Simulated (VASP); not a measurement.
A run of VASP 6.6.1:

File INCAR:

```
SYSTEM = MnO
  PREC = Accurate
  ENCUT = 520
  EDIFF = 1E-6
  ISMEAR = -1
  SIGMA = 0.03
  LREAL = .FALSE.
  LASPH = .TRUE.
  NELM = 150
  ALGO = Normal
  ISIF = 2
  LWAVE = .FALSE.
  LCHARG = .TRUE.
  ISPIN = 2
  MAGMOM = 4.5 4.5 0 0
  LORBIT = 11
  LMAXMIX = 4
  LDAU = .TRUE.
  LDAUTYPE = 2
  LDAUL = 2 -1
  LDAUU = 4.3 0
  LDAUJ = 0 0
  LDAUPRINT = 1
  GGA = PS
  LELF = .TRUE.
  LVHAR = .TRUE.
  NBANDS = 31
  ISYM = 0
```

The input KPOINTS:

```
regular mesh
0
G
  5 8 7
  0 0 0
```

File POSCAR:

```
MnO
1.0
   -2.2210000000     -4.4420000000     -2.2210000000
   -2.2210000000      0.0000000000     -2.2210000000
    2.2210000000      0.0000000000     -2.2210000000
Mn O
2 2
Direct
    0.0000000000      0.0000000000      0.0000000000
    0.5000000000      0.0000000000      0.5000000000
    0.0000000000      0.5000000000      0.5000000000
    0.5000000000      0.5000000000      0.0000000000
```

Potentials or basis: VASP PAW PBE potentials, release 64 (Mn_pv, O).

Launch:

```sh
$ cat potpaw_PBE.64/Mn_pv/POTCAR potpaw_PBE.64/O/POTCAR > POTCAR
$ mpirun -np 1 vasp_std > vasp.out
```

Hardware: 1 thread of Intel(R) Xeon(R) Platinum 8259CL CPU @ 2.50GHz (Skylake/Cascade Lake), with other jobs on the host.

Problem. How long does it take, and how much memory?

Solution. It took 4.1 min on 1 thread of Intel(R) Xeon(R) Platinum 8259CL CPU @ 2.50GHz (Skylake/Cascade Lake), on a shared host, peak memory 0.37 GiB. Counts: scf iterations 15, k points 141.
